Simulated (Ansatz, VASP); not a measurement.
# WS2 in VASP and in Ansatz

```
W S
1.0
     1.57900    0.91164    6.04006
    -1.57900    0.91164    6.04006
     0.00000   -1.82327    6.04006
W S
1 2
Direct
  0.00000 0.00000 0.00000
  0.75030 0.75030 0.75030
  0.58100 0.58100 0.58100
```

Change from the starting cell: zz strain of -2 %.

Alike in both runs: task single point; functional LDA; k mesh 13 × 13 × 13; occupations fermi-dirac, width 0.08 eV; no spin polarisation.

|  | VASP | Ansatz |
| --- | --- | --- |
| version | VASP 6.6.1 | Ansatz 0.2.0 |
| potentials or method | VASP PAW LDA potentials, release 64 (W_sv, S), cutoff 520 eV | all-electron LAPW, scalar-relativistic |

|  | VASP | Ansatz | Ansatz less VASP |
| --- | --- | --- | --- |
| pressure (GPa) | 0.4 | 0.0 | -0.37 |
| traceless stress, the component that is largest in VASP (GPa) | 3.01 | 2.99 | -0.018 |
| rms of the force components (eV/Å) | 0.314 | 0.300 | -0.0142 |

LDA's correlation is that of Perdew and Zunger in VASP and of Perdew and Wang (1992) in Ansatz. Atom by atom the forces differ by 0.023 eV/Å (rms over components). Ansatz ran all-electron here, and VASP with PAW potentials.

Spin-orbit coupling is off throughout.
